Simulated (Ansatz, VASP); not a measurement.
## MoS: VASP beside Ansatz

```
CELL_PARAMETERS angstrom
2.97064 0.00000 0.00000
0.00000 2.97064 0.00000
0.00000 0.00000 5.94129
ATOMIC_POSITIONS crystal
Mo 0.00000 0.00000 0.00000
Mo 0.00000 0.00000 0.50000
S 0.50000 0.50000 0.25000
S 0.50000 0.50000 0.75000
```

Alike in both runs: task single point; functional PBEsol; k mesh 14 × 14 × 7; occupations gaussian, width 0.1 eV; collinear spin.

```csv
,VASP,Ansatz
version,VASP 6.6.1,Ansatz 0.2.0
potentials or method,"VASP PAW PBE potentials, release 64 (Mo_sv, S), cutoff 520 eV","scalar-relativistic, plane waves, PAW"
valence electrons in the cell,40,40
```

VASP gave:

```
gap on the k mesh at the Fermi level (eV) : none
pressure (GPa)                            : 0.5
net moment per atom (μB)                  : 0.00
```

Question: Which values does Ansatz return?

Answer: gap on the k mesh at the Fermi level (eV): none; pressure (GPa): 0.0; net moment per atom (μB): 0.00.

VASP's potentials were made for PBE, not for PBEsol. A gap of «none» marks a metal or a gap that the smearing closes. The functional is the same, so the differences come from potentials, cutoffs and numerics. Ansatz's warnings: seeded moment not kept.
